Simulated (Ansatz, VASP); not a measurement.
**HfN in VASP and in Ansatz**

```
Hf N
1.0
     0.00000    2.45482    2.57756
     2.45482    0.00000    2.57756
     2.45482    2.45482    0.00000
Hf N
1 1
Cartesian
  0.0000 0.0000 0.0000
  3.6822 3.6822 3.8663
```

Change from the starting cell: strain +0.000 along x and y, +0.050 along z, atoms carried along.

Alike in both runs: task single point; functional PBEsol; k mesh 16 × 16 × 16; occupations gaussian, width 0.15 eV; no spin polarisation.

|  | VASP | Ansatz |
| --- | --- | --- |
| version | VASP 6.6.1 | Ansatz 0.2.0 |
| potentials or method | VASP PAW PBE potentials, release 64 (Hf_pv, N), cutoff 520 eV | scalar-relativistic, plane waves, PAW |
| valence electrons in the cell | 15 | 31 |

```csv
,VASP,Ansatz,Ansatz less VASP
gap on the k mesh at the Fermi level (eV),none,none,-
pressure (GPa),-14.1,-13.1,+0.98
"traceless stress, the component that is largest in VASP (GPa)",-5.24,-5.22,+0.021
```

VASP's potentials were made for PBE, not for PBEsol. A gap of «none» marks a metal or a gap that the smearing closes. VASP's potentials hold 15 valence electrons a cell and Ansatz's 31, so a difference there can come from the potentials and not from the codes.

Spin-orbit coupling is off throughout.
